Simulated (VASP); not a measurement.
## Rh: single point with RPBE

The system is Rh.

```xyz
1
Lattice="0.0000 1.9771 1.9771 1.9771 0.0000 1.9771 1.9771 1.9771 0.0000" Properties=species:S:1:pos:R:3 pbc="T T T"
Rh    0.0000    0.0000    0.0000
```

```
Program                : VASP 6.6.1
Task                   : single point
Functional             : RPBE
Potentials or basis    : VASP PAW PBE potentials, release 64 (Rh_pv)
Cutoff                 : 520 eV
k mesh                 : 23 × 23 × 23
Occupations            : fermi-dirac, width 0.05 eV
Spin                   : collinear spin, ferromagnetic start
Starting moments       : [1.0] μB
Dipole correction      : no
Further INCAR settings : ALGO = Normal; EDIFF = 1e-06; NBANDS = 18
```

| Property | Result |
| --- | --- |
| Pressure | -14.8 GPa |
| Net moment | 0.00 μB per cell |
| Valence electrons inside the program's atomic spheres | Rh 13.61 |

Levels at points of the mesh, in eV from the Fermi level:
Spin up:
| k point | band 3 | band 4 | band 5 | band 6 | band 7 | band 8 | band 9 | band 10 | band 11 | band 12 |
| --- | --- | --- | --- | --- | --- | --- | --- | --- | --- | --- |
| (0.00, 0.00, 0.00) | -46.18 | -7.07 | -2.55 | -2.55 | -2.55 | -0.83 | -0.83 | 16.02 | 20.86 | 20.86 |
Spin down:
| k point | band 4 | band 5 | band 6 | band 7 | band 8 | band 9 | band 10 | band 11 |
| --- | --- | --- | --- | --- | --- | --- | --- | --- |
| (0.00, 0.00, 0.00) | -7.07 | -2.55 | -2.55 | -2.55 | -0.83 | -0.83 | 16.02 | 20.86 |

It took 110 s on 1 thread of AMD EPYC 9R45 96-Core Processor (Zen 5), with other jobs on the host, peak memory 0.23 GiB.

Caveat: the cell stands under tension; the PAW data sets were made with another functional, which shifts forces and pressure a little.
